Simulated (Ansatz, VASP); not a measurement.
Two plane-wave programs on Pb

```
Pb
1.0
     5.59111    0.00000    0.00000
    -2.79555    4.84204    0.00000
     0.00000    0.00000    3.30429
Pb
3
Direct
  0.00000 0.00000 0.00000
  0.33333 0.66667 0.50000
  0.66667 0.33333 0.50000
```

Alike in both runs: functional PBEsol; k mesh 6 × 6 × 6; occupations gaussian, width 0.1 eV; no spin polarisation.

Ansatz relaxed the structure, and its values are those at the end. VASP's run is a single point on that final structure, the one shown.

```csv
,VASP,Ansatz
version,VASP 6.6.1,Ansatz 0.2.0
potentials or method,"VASP PAW PBE potentials, release 64 (Pb_d), cutoff 520 eV","scalar-relativistic, plane waves, PAW"
valence electrons in the cell,42,42
```

Ansatz gave:

* gap on the k mesh at the Fermi level (eV): none
* pressure (GPa): 0.1

Task: Estimate VASP's values.

Result: gap on the k mesh at the Fermi level (eV): none; pressure (GPa): 0.0.

VASP's potentials were made for PBE, not for PBEsol. A gap of «none» marks a metal or a gap that the smearing closes.

Neither program's run includes spin-orbit coupling.
